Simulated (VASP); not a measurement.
A run of VASP 6.6.1 is set up as follows.

INCAR

```
PREC = Accurate
ENCUT = 500
EDIFF = 1E-6
ISMEAR = 1
SIGMA = 0.2
LREAL = False
LASPH = True
NELM = 200
ALGO = Normal
ISIF = 2
LWAVE = False
LCHARG = False
GGA = PE
NBANDS = 12
GGA_COMPAT = False
LMAXMIX = 6
```

Contents of KPOINTS:

```
Automatic mesh
0
Gamma
  11 11 11
```

Contents of POSCAR:

```
Ce
1.0
    0.0000000000      2.3774557595      2.3774557595
    2.3774557595      0.0000000000      2.3774557595
    2.3774557595      2.3774557595      0.0000000000
Ce
1
Direct
    0.0000000000      0.0000000000      0.0000000000
```

Potentials or basis: VASP PAW PBE potentials, release 64 (Ce).

Run with:

```sh
$ cat potpaw_PBE.64/Ce/POTCAR > POTCAR
$ mpirun -np 1 vasp_std > vasp.out
```

(1) Predict the band gap on the k mesh.

(2) Estimate the pressure.

Answers

(1) zero (band 6 reaches 9.42 eV, above the bottom of band 7 at 9.10 eV).

(2) -0.5 GPa.

Caveat: spin-orbit coupling is left out, which moves the levels of the heavy elements.
